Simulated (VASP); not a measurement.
A run of VASP 6.6.1:

The input INCAR:

```
SYSTEM = V
  ALGO = Normal
  EDIFF = 1E-6
  EDIFFG = -0.005
  ENCUT = 600
  GGA = PS
  IBRION = 2
  ISIF = 3
  ISMEAR = -1
  LASPH = .True.
  LCHARG = .False.
  LREAL = .False.
  LWAVE = .False.
  NELM = 60
  NSW = 32
  PREC = Accurate
  PSTRESS = 780.0
  SIGMA = 0.05
```

KPOINTS

```
k-points
0
Gamma
  18 18 10
  0 0 0
```

The input POSCAR:

```
V
1.0
    2.3534329215      0.0000000000      0.0000000000
   -1.1767164607      2.0381326961      0.0000000000
    0.0000000000      0.0000000000      4.2822875164
V
2
Direct
    0.3333333333      0.6666666667      0.2500000000
    0.6666666667      0.3333333333      0.7500000000
```

Potentials or basis: VASP PAW PBE potentials, release 64 (V_sv).

Launch:

```console
$ cat potpaw_PBE.64/V_sv/POTCAR > POTCAR
$ mpirun -np 1 vasp_std > vasp.out
```

Hardware: 1 thread of Intel(R) Xeon(R) Platinum 8259CL CPU @ 2.50GHz (Skylake/Cascade Lake), on a shared host.

Task: Estimate the wall time of this run.

Result: Wall time 4.1 min on 1 thread of Intel(R) Xeon(R) Platinum 8259CL CPU @ 2.50GHz (Skylake/Cascade Lake), on a shared host, peak memory 0.2 GiB. Counts: scf iterations 40, k points 222, ion steps 7.
